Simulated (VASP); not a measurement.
**SnO2: single point with PBE**

Crystal: SnO2.

```xyz
6
Lattice="4.8805 0.0000 0.0000 0.0000 4.8805 0.0000 0.0000 0.0000 3.1684" Properties=species:S:1:pos:R:3 pbc="T T T"
Sn    2.4402    2.4402    1.5842
Sn    0.0000    0.0000    0.0000
O     1.5320    1.5322    0.0000
O     3.9722    0.9080    1.5842
O     0.9083    3.9725    1.5842
O     3.3485    3.3482    0.0000
```

This cell differs from its parent crystal: atoms shifted along a free coordinate, c/a of the conventional cell at fixed volume 0.6492.

```yaml
Program: VASP 6.6.1
Task: single point
Functional: PBE
Potentials_or_basis: VASP PAW PBE potentials, release 64 (Sn_d, O)
Cutoff: 520 eV
k_mesh: 6 × 6 × 8
Occupations: gaussian, width 0.05 eV
Spin: no spin polarisation
Dipole_correction: no
Further_INCAR_settings: ALGO = Normal; EDIFF = 1e-07; NBANDS = 35
```

```json
{
  "Pressure": "4.8 GPa",
  "Largest force": "1.161 eV/Å",
  "Band gap on the k mesh": "1.01 eV"
}
```

Forces on the atoms (eV/Å):
```
Sn   0.000  0.000  0.000
Sn   0.000  0.000  0.000
O   -0.821 -0.821  0.000
O   -0.821  0.821  0.000
O    0.821 -0.821  0.000
O    0.821  0.821  0.000
```

Stress tensor (GPa, compression positive):
```
 1.88  0.00  0.00
 0.00  1.88  0.00
 0.00  0.00 10.61
```

Levels at points of the mesh, in eV from the valence-band top:
```
           k point  band 23  band 24  band 25  band 26  band 27  band 28  band 29  band 30
(0.00, 0.00, 0.00)    -1.12    -0.74    -0.74     0.00     1.01     5.79     6.41     6.41
(0.50, 0.00, 0.00)    -1.09    -1.09    -0.67    -0.67     4.00     4.00     6.99     6.99
(0.00, 0.50, 0.00)    -1.09    -1.09    -0.67    -0.67     4.00     4.00     7.00     7.00
(0.50, 0.50, 0.00)    -1.18    -1.18    -0.88    -0.88     4.31     4.31     7.27     7.27
(0.00, 0.00, 0.50)    -1.46    -1.46    -1.21    -1.21     5.90     5.90     9.45     9.45
(0.50, 0.00, 0.50)    -1.02    -1.02    -0.73    -0.73     6.13     6.13     7.49     7.49
(0.00, 0.50, 0.50)    -1.02    -1.02    -0.73    -0.73     6.13     6.13     7.49     7.49
(0.50, 0.50, 0.50)    -1.02    -1.02    -0.80    -0.80     4.83     4.83     8.34     8.34
```

Wall time 58 s on 1 thread of Intel(R) Xeon(R) 6975P-C (Granite Rapids), on a shared host, peak memory 0.29 GiB.

Caveat: the cell stands under pressure; spin-orbit coupling is left out, which moves the levels of the heavy elements; forces of over 1 eV/Å act on the atoms, so gaps and moduli don't describe the material at rest.
